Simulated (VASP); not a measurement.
# CuI (F-43m) in VASP: further runs

The runs below take CuI through single point, with PBE+U.

All numbers are computed with VASP 6.6.1; they aren't measurements. Logs are shortened: lines on timing, memory, paths and dates and some standing lists are left out, and cuts for length are marked.

## (1) The cell of the first run

Symmetry: F-43m, No. 216, cubic system. Conventional cell: a = 6.150 Å, b = 6.150 Å, c = 6.150 Å, α = 90.00°, β = 90.00°, γ = 90.00°. Within 3.5 Å of I (site symmetry -43m) lie 4 Cu at 2.66 Å. Cu (site symmetry -43m) has 4 I at 2.66 Å within 3.5 Å.

## (2) Single point, PBE+U, collinear spin

The input, INCAR:

```
SYSTEM = CuI
PREC     = Accurate       ! precision mode
ENCUT    = 520            ! plane-wave cutoff, eV
EDIFF    = 1E-6           ! SCF threshold, eV
ISMEAR   = 0              ! smearing method
SIGMA    = 0.05           ! smearing width, eV
LREAL    = .FALSE.        ! projectors in reciprocal space
LASPH    = .TRUE.         ! aspherical terms in the spheres
NELM     = 150            ! most SCF steps
ALGO     = Normal         ! electronic algorithm
ISIF     = 2              ! what is computed and relaxed
LWAVE    = .FALSE.        ! write WAVECAR
LCHARG   = .TRUE.         ! write CHGCAR
ISPIN    = 2              ! spin polarisation
MAGMOM   = 0 0 1 1        ! initial moments
LORBIT   = 11             ! projections on sites
LMAXMIX  = 4              ! l up to which the mixer works
LDAU     = .TRUE.         ! DFT+U
LDAUTYPE = 2            
LDAUL    = -1 2           ! shell
LDAUU    = 0 4            ! U, eV
LDAUJ    = 0 0          
LDAUPRINT= 1            
GGA      = PE             ! functional
LELF     = .TRUE.         ! ELF
LVHAR    = .TRUE.       
NBANDS   = 30             ! bands
ISYM     = 0
```

The input, KPOINTS:

```
regular mesh
0
G
  4 5 6
  0 0 0
```

The input, POSCAR:

```
CuI
1.0
   -3.0750000000     -3.0750000000     -6.1500000000
    3.0750000000     -3.0750000000      0.0000000000
   -3.0750000000     -3.0750000000      0.0000000000
I Cu
2 2
Direct
    0.7500000000      0.5000000000      0.2500000000
    0.2500000000      0.0000000000      0.2500000000
    0.0000000000      0.0000000000      0.0000000000
    0.5000000000      0.5000000000      0.0000000000
```

Potentials or basis: VASP PAW PBE potentials, release 64 (I, Cu).

Run with:

```
$ cat potpaw_PBE.64/I/POTCAR potpaw_PBE.64/Cu/POTCAR > POTCAR
$ mpirun -np 1 vasp_std > vasp.out
```

OUTCAR:

```text
SYSTEM = CuI
   PREC = Accurate
   ENCUT = 520
   EDIFF = 1E-6
   ISMEAR = 0
   LREAL = .FALSE.
   LASPH = .TRUE.
   NELM = 150
   ISIF = 2
   ISPIN = 2
   LORBIT = 11
   GGA = PE
   ISYM = 0

 ion  position               nearest neighbor table
   1  0.750  0.500  0.250-   4 2.66   3 2.66   4 2.66   3 2.66
   2  0.250  0.000  0.250-   3 2.66   3 2.66   4 2.66   4 2.66
   3  0.000  0.000  0.000-   1 2.66   2 2.66   2 2.66   1 2.66
   4  0.500  0.500  0.000-   1 2.66   2 2.66   1 2.66   2 2.66

IMPORTANT INFORMATION: All symmetrisations will be switched off!
NOSYMM: (Re-)initialisation of all symmetry stuff for point group C_1.

----------------------------------------------------------------------------------------

                                     Primitive cell

  volume of cell :     116.3042

  direct lattice vectors                    reciprocal lattice vectors
    -3.075000000 -3.075000000 -6.150000000     0.000000000  0.000000000 -0.162601626
     3.075000000 -3.075000000  0.000000000     0.162601626 -0.162601626  0.000000000
    -3.075000000 -3.075000000  0.000000000    -0.162601626 -0.162601626  0.162601626

  length of vectors
     7.532180959  4.348706704  4.348706704     0.162601626  0.229953425  0.281634278

  position of ions in fractional coordinates (direct lattice)
     0.750000000  0.500000000  0.250000000
     0.250000000  0.000000000  0.250000000
     0.000000000  0.000000000  0.000000000
     0.500000000  0.500000000  0.000000000

  ion indices of the primitive-cell ions
   primitive index   ion index
                 1           1
                 2           2
                 3           3
                 4           4

----------------------------------------------------------------------------------------

 KPOINTS: regular mesh

Automatic generation of k-mesh.
 Grid dimensions read from file:
 generate k-points for:    4    5    6

 Generating k-lattice:

  Cartesian coordinates                     Fractional coordinates (reciprocal lattice)
     0.000000000  0.000000000 -0.040650407     0.250000000  0.000000000  0.000000000
     0.032520325 -0.032520325  0.000000000     0.000000000  0.200000000  0.000000000
    -0.027100271 -0.027100271  0.027100271     0.000000000  0.000000000  0.166666667

  Length of vectors
     0.040650407  0.045990685  0.046939046

[... 179 lines left out ...]
  o =  0.9507  v =  0.0000  0.0000  0.0000  0.0000  0.0000 -0.9987  0.0364  0.0008  0.0363  0.0000      0.0000  0.0000  0.0000  0.0000  0.0000  0.0000  0.0000  0.0000  0.0000  0.0000
  o =  0.9507  v =  0.0512  0.7062 -0.0000  0.7062  0.0000  0.0000  0.0000  0.0000  0.0000  0.0000      0.0000  0.0000  0.0000  0.0000  0.0000  0.0000  0.0000  0.0000  0.0000  0.0000
  o =  0.9507  v =  0.0000  0.0000  0.0000  0.0000  0.0000  0.0514  0.7062 -0.0000  0.7061 -0.0000      0.0000  0.0000  0.0000  0.0000  0.0000  0.0000  0.0000  0.0000  0.0000  0.0000
  o =  0.9508  v = -0.0001  0.7071  0.0000 -0.7071 -0.0000  0.0000  0.0000  0.0000  0.0000  0.0000      0.0000  0.0000  0.0000  0.0000  0.0000  0.0000  0.0000  0.0000  0.0000  0.0000
  o =  0.9508  v =  0.0000  0.0000  0.0000  0.0000  0.0000  0.0001  0.7071 -0.0000 -0.7071 -0.0000      0.0000  0.0000  0.0000  0.0000  0.0000  0.0000  0.0000  0.0000  0.0000  0.0000

 number of electron      35.9999982 magnetization      -0.0000025

 Free energy of the ion-electron system (eV)
  ---------------------------------------------------
  ext. energy  EPLUGINS =         0.00000000
  ---------------------------------------------------
  free energy    TOTEN  =        -8.92540571 eV

  energy without entropy =       -8.92540571  energy(sigma->0) =       -8.92540571

 E-fermi :   3.7199     XC(G=0):  -8.6910

 val. band max:        3.4500608516   @ k =   0.0000   0.0000   0.0000
 cond. band min:       5.1272420461   @ k =   0.0000   0.0000   0.0000
 fundamental gap:      1.6771811945
 Fermi energy:         3.7199162026

 spin component 1

 k-point     1 :       0.0000    0.0000    0.0000
  band No.  band energies     occupation
      1      -9.7944      1.00000
      2      -9.1569      1.00000
      3      -1.3334      1.00000
      4       0.0232      1.00000
      5       0.0232      1.00000
      6       0.0233      1.00000
[... 1577 lines left out ...]
     29      14.4034      0.00000
     30      14.6454      0.00000

 [... further k-points ...]

------------------------ aborting loop because EDIFF is reached ----------------------------------------

  FORCE on cell =-STRESS in cart. coord.  units (eV):
  Direction    XX          YY          ZZ          XY          YZ          ZX
  --------------------------------------------------------------------------------------
  -------------------------------------------------------------------------------------
  Total       -0.4411218     -0.4411217     -0.4551670     -0.0086856      0.0008884      0.0008871
  in kB       -6.0767837     -6.0767819     -6.2702663     -0.1196511      0.0122388      0.0122202
  external PRESSURE =      -6.1412773 kB  Pullay stress =       0.0000000 kB

 VOLUME and BASIS-vectors are now :
 -----------------------------------------------------------------------------
  energy-cutoff  :      520.00
  volume of cell :      116.30
      direct lattice vectors                 reciprocal lattice vectors
    -3.075000000 -3.075000000 -6.150000000     0.000000000  0.000000000 -0.162601626
     3.075000000 -3.075000000  0.000000000     0.162601626 -0.162601626  0.000000000
    -3.075000000 -3.075000000  0.000000000    -0.162601626 -0.162601626  0.162601626

 POSITION                                       TOTAL-FORCE (eV/Angst)
 -----------------------------------------------------------------------------------
     -1.53750     -4.61250     -4.61250        -0.000047     -0.000047      0.001342
     -1.53750     -1.53750     -1.53750        -0.000047     -0.000047      0.001351
      0.00000      0.00000      0.00000         0.000047      0.000047     -0.001346
      0.00000     -3.07500     -3.07500         0.000047      0.000047     -0.001347
 -----------------------------------------------------------------------------------
    total drift:                               -0.000005     -0.000006     -0.000002

  FREE ENERGIE OF THE ION-ELECTRON SYSTEM (eV)
  ---------------------------------------------------
  free  energy   TOTEN  =        -8.9254057144 eV

  energy  without entropy=       -8.9254057144  energy(sigma->0) =       -8.92540571

 total charge

# of ion       s       p       d       tot
------------------------------------------
    1        1.494   2.769   0.039   4.301
    2        1.494   2.769   0.039   4.301
    3        0.297   0.226   9.459   9.982
    4        0.297   0.226   9.459   9.982
--------------------------------------------------
tot          3.582   5.990  18.996  28.567

 magnetization (x)

# of ion       s       p       d       tot
------------------------------------------
    1        0.000   0.000  -0.000   0.000
    2        0.000   0.000  -0.000   0.000
    3        0.000   0.000   0.000   0.000
    4        0.000   0.000   0.000   0.000
--------------------------------------------------
tot          0.000   0.000   0.000   0.000
```

OSZICAR:

```text
N       E                     dE             d eps       ncg     rms          rms(c)
DAV:   1     0.286582538839E+03    0.28658E+03   -0.14795E+04  7440   0.129E+03
DAV:   2     0.244625753934E+02   -0.26212E+03   -0.24478E+03  7542   0.293E+02
DAV:   3    -0.675012493304E+01   -0.31213E+02   -0.30486E+02  9168   0.117E+02
DAV:   4    -0.831893117468E+01   -0.15688E+01   -0.15649E+01  9778   0.235E+01
DAV:   5    -0.838063785270E+01   -0.61707E-01   -0.61701E-01 10584   0.472E+00    0.101E+01
DAV:   6    -0.884384182452E+01   -0.46320E+00   -0.10477E+00 10564   0.183E+01    0.368E+00
DAV:   7    -0.891523510931E+01   -0.71393E-01   -0.26110E-01  9924   0.992E+00    0.208E+00
DAV:   8    -0.891574430055E+01   -0.50919E-03   -0.34345E-02 11074   0.282E+00    0.910E-01
DAV:   9    -0.892409588100E+01   -0.83516E-02   -0.65656E-03 10104   0.110E+00    0.270E-01
DAV:  10    -0.892500776658E+01   -0.91189E-03   -0.78360E-04 10618   0.308E-01    0.111E-01
DAV:  11    -0.892528042824E+01   -0.27266E-03   -0.30086E-04  9750   0.237E-01    0.621E-02
DAV:  12    -0.892538372091E+01   -0.10329E-03   -0.91885E-05  9300   0.113E-01    0.185E-02
DAV:  13    -0.892540069538E+01   -0.16974E-04   -0.13604E-05  9050   0.289E-02    0.623E-03
DAV:  14    -0.892540389792E+01   -0.32025E-05   -0.20513E-06  8240   0.193E-02    0.272E-03
DAV:  15    -0.892540548066E+01   -0.15827E-05   -0.21769E-06  7924   0.862E-03    0.188E-03
DAV:  16    -0.892540571445E+01   -0.23378E-06   -0.17053E-07  6494   0.314E-03
   1 F= -.89254057E+01 E0= -.89254057E+01  d E =-.156583E-15  mag=     0.0000
```

It took 5.4 min on 1 thread of Intel Xeon Platinum 8488C (Sapphire Rapids), shared host; peak memory 0.48 GiB.

Results:

| Quantity | Value |
| --- | --- |
| Free energy | -8.9254 eV |
| Pressure | -0.6 GPa |
| Band gap on the k mesh | 1.68 eV |
| Net moment | 0.00 μB per cell |
| Valence electrons inside the program's atomic spheres | I 4.30; Cu 9.98 |

Levels at points of the mesh, in eV from the valence-band top:
Spin up:
```tsv
k point	band 15	band 16	band 17	band 18	band 19	band 20	band 21	band 22
(0.00, 0.00, 0.00)	-1.62	0.00	0.00	0.00	1.68	3.29	3.45	5.54
(0.50, 0.00, 0.00)	-0.89	-0.89	-0.89	-0.89	3.71	3.71	4.03	4.03
(0.00, 0.00, 0.50)	-0.68	-0.68	-0.68	-0.68	2.74	2.74	5.98	5.98
(0.50, 0.00, 0.50)	-1.50	-1.50	-0.68	-0.68	3.99	3.99	5.77	5.77
```
Spin down:
```tsv
k point	band 15	band 16	band 17	band 18	band 19	band 20	band 21	band 22
(0.00, 0.00, 0.00)	-1.62	0.00	0.00	0.00	1.68	3.29	3.45	5.54
(0.50, 0.00, 0.00)	-0.89	-0.89	-0.89	-0.89	3.71	3.71	4.03	4.03
(0.00, 0.00, 0.50)	-0.68	-0.68	-0.68	-0.68	2.74	2.74	5.98	5.98
(0.50, 0.00, 0.50)	-1.50	-1.50	-0.68	-0.68	3.99	3.99	5.77	5.77
```

Eigenvalues of the final occupation matrices:
```
    site  spin  trace               eigenvalues
site 3 d     1   4.74  0.94 0.94 0.95 0.95 0.95
site 3 d     2   4.74  0.94 0.94 0.95 0.95 0.95
site 4 d     1   4.74  0.94 0.94 0.95 0.95 0.95
site 4 d     2   4.74  0.94 0.94 0.95 0.95 0.95
```

Caveat: spin-orbit coupling is left out, which moves the levels of the heavy elements.

## (3) Single point, PBE+U, collinear spin

The input, INCAR:

```
PREC     = Accurate       # precision mode
ENCUT    = 520            # plane-wave cutoff, eV
EDIFF    = 1E-6           # SCF threshold, eV
ISMEAR   = 0              # smearing method
SIGMA    = 0.05           # smearing width, eV
LREAL    = F              # projectors in reciprocal space
LASPH    = T              # aspherical terms in the spheres
NELM     = 150            # most SCF steps
ALGO     = Normal         # electronic algorithm
ISIF     = 2              # what is computed and relaxed
LWAVE    = F              # write WAVECAR
LCHARG   = T              # write CHGCAR
ISPIN    = 2              # spin polarisation
MAGMOM   = 0 0 1 1        # initial moments
LORBIT   = 11             # projections on sites
LMAXMIX  = 4              # l up to which the mixer works
LDAU     = T              # DFT+U
LDAUTYPE = 2            
LDAUL    = -1 2           # shell
LDAUU    = 0 4            # U, eV
LDAUJ    = 0 0          
LDAUPRINT= 1            
GGA      = PE             # functional
LELF     = T              # ELF
LVHAR    = T            
NBANDS   = 30             # bands
ISYM     = 0
```

The input, KPOINTS:

```
Automatic mesh
0
Gamma
  4 5 6
```

POSCAR is that of step 2.

Potentials or basis: VASP PAW PBE potentials, release 64 (I, Cu).

Run with:

```
$ cat potpaw_PBE.64/I/POTCAR potpaw_PBE.64/Cu/POTCAR > POTCAR
$ mpirun -np 1 vasp_std > vasp.out
```

OUTCAR:

```text
PREC = Accurate
   ENCUT = 520
   EDIFF = 1E-6
   ISMEAR = 0
   LREAL = F
   LASPH = T
   NELM = 150
   ISIF = 2
   ISPIN = 2
   LORBIT = 11
   GGA = PE
   ISYM = 0

 ion  position               nearest neighbor table
   1  0.750  0.500  0.250-   4 2.66   3 2.66   4 2.66   3 2.66
   2  0.250  0.000  0.250-   3 2.66   3 2.66   4 2.66   4 2.66
   3  0.000  0.000  0.000-   1 2.66   2 2.66   2 2.66   1 2.66
   4  0.500  0.500  0.000-   1 2.66   2 2.66   1 2.66   2 2.66

IMPORTANT INFORMATION: All symmetrisations will be switched off!
NOSYMM: (Re-)initialisation of all symmetry stuff for point group C_1.

----------------------------------------------------------------------------------------

                                     Primitive cell

[... 1832 lines left out ...]

 [... further k-points ...]

------------------------ aborting loop because EDIFF is reached ----------------------------------------

  FORCE on cell =-STRESS in cart. coord.  units (eV):
  Direction    XX          YY          ZZ          XY          YZ          ZX
  --------------------------------------------------------------------------------------
  -------------------------------------------------------------------------------------
  Total       -0.4411218     -0.4411217     -0.4551670     -0.0086856      0.0008884      0.0008871
  in kB       -6.0767837     -6.0767819     -6.2702663     -0.1196511      0.0122388      0.0122202
  external PRESSURE =      -6.1412773 kB  Pullay stress =       0.0000000 kB

 VOLUME and BASIS-vectors are now :
 -----------------------------------------------------------------------------
  energy-cutoff  :      520.00
  volume of cell :      116.30
      direct lattice vectors                 reciprocal lattice vectors
    -3.075000000 -3.075000000 -6.150000000     0.000000000  0.000000000 -0.162601626
     3.075000000 -3.075000000  0.000000000     0.162601626 -0.162601626  0.000000000
    -3.075000000 -3.075000000  0.000000000    -0.162601626 -0.162601626  0.162601626

 POSITION                                       TOTAL-FORCE (eV/Angst)
 -----------------------------------------------------------------------------------
     -1.53750     -4.61250     -4.61250        -0.000047     -0.000047      0.001342
     -1.53750     -1.53750     -1.53750        -0.000047     -0.000047      0.001351
      0.00000      0.00000      0.00000         0.000047      0.000047     -0.001346
      0.00000     -3.07500     -3.07500         0.000047      0.000047     -0.001347
 -----------------------------------------------------------------------------------
    total drift:                               -0.000005     -0.000006     -0.000002

  FREE ENERGIE OF THE ION-ELECTRON SYSTEM (eV)
  ---------------------------------------------------
  free  energy   TOTEN  =        -8.9254057144 eV

  energy  without entropy=       -8.9254057144  energy(sigma->0) =       -8.92540571

 total charge

# of ion       s       p       d       tot
------------------------------------------
    1        1.494   2.769   0.039   4.301
    2        1.494   2.769   0.039   4.301
    3        0.297   0.226   9.459   9.982
    4        0.297   0.226   9.459   9.982
--------------------------------------------------
tot          3.582   5.990  18.996  28.567

 magnetization (x)

# of ion       s       p       d       tot
------------------------------------------
    1        0.000   0.000  -0.000   0.000
    2        0.000   0.000  -0.000   0.000
    3        0.000   0.000   0.000   0.000
    4        0.000   0.000   0.000   0.000
--------------------------------------------------
tot          0.000   0.000   0.000   0.000
```

OSZICAR:

```text
N       E                     dE             d eps       ncg     rms          rms(c)
DAV:   1     0.286582538839E+03    0.28658E+03   -0.14795E+04  7440   0.129E+03
DAV:   2     0.244625753934E+02   -0.26212E+03   -0.24478E+03  7542   0.293E+02
DAV:   3    -0.675012493304E+01   -0.31213E+02   -0.30486E+02  9168   0.117E+02
DAV:   4    -0.831893117468E+01   -0.15688E+01   -0.15649E+01  9778   0.235E+01
DAV:   5    -0.838063785270E+01   -0.61707E-01   -0.61701E-01 10584   0.472E+00    0.101E+01
DAV:   6    -0.884384182452E+01   -0.46320E+00   -0.10477E+00 10564   0.183E+01    0.368E+00
DAV:   7    -0.891523510931E+01   -0.71393E-01   -0.26110E-01  9924   0.992E+00    0.208E+00
DAV:   8    -0.891574430055E+01   -0.50919E-03   -0.34345E-02 11074   0.282E+00    0.910E-01
DAV:   9    -0.892409588100E+01   -0.83516E-02   -0.65656E-03 10104   0.110E+00    0.270E-01
DAV:  10    -0.892500776658E+01   -0.91189E-03   -0.78360E-04 10618   0.308E-01    0.111E-01
DAV:  11    -0.892528042824E+01   -0.27266E-03   -0.30086E-04  9750   0.237E-01    0.621E-02
DAV:  12    -0.892538372091E+01   -0.10329E-03   -0.91885E-05  9300   0.113E-01    0.185E-02
DAV:  13    -0.892540069538E+01   -0.16974E-04   -0.13604E-05  9050   0.289E-02    0.623E-03
DAV:  14    -0.892540389792E+01   -0.32025E-05   -0.20513E-06  8240   0.193E-02    0.272E-03
DAV:  15    -0.892540548066E+01   -0.15827E-05   -0.21769E-06  7924   0.862E-03    0.188E-03
DAV:  16    -0.892540571445E+01   -0.23378E-06   -0.17053E-07  6494   0.314E-03
   1 F= -.89254057E+01 E0= -.89254057E+01  d E =-.156583E-15  mag=     0.0000
```

Run time: 5.3 min. Hardware: 1 thread of Intel Xeon Platinum 8488C (Sapphire Rapids), shared host; peak memory 0.48 GiB.

Results:

```yaml
Free_energy: -8.9254 eV
Pressure: -0.6 GPa
Band_gap_on_the_k_mesh: 1.68 eV
Net_moment: 0.00 μB per cell
Valence_electrons_inside_the_program's_atomic_spheres: I 4.30; Cu 9.98
```

Eigenvalues of the final occupation matrices:
| site | spin | trace | eigenvalues |
| --- | --- | --- | --- |
| site 3 d | 1 | 4.74 | 0.94 0.94 0.95 0.95 0.95 |
| site 3 d | 2 | 4.74 | 0.94 0.94 0.95 0.95 0.95 |
| site 4 d | 1 | 4.74 | 0.94 0.94 0.95 0.95 0.95 |
| site 4 d | 2 | 4.74 | 0.94 0.94 0.95 0.95 0.95 |

Caveat: spin-orbit coupling is left out, which moves the levels of the heavy elements.
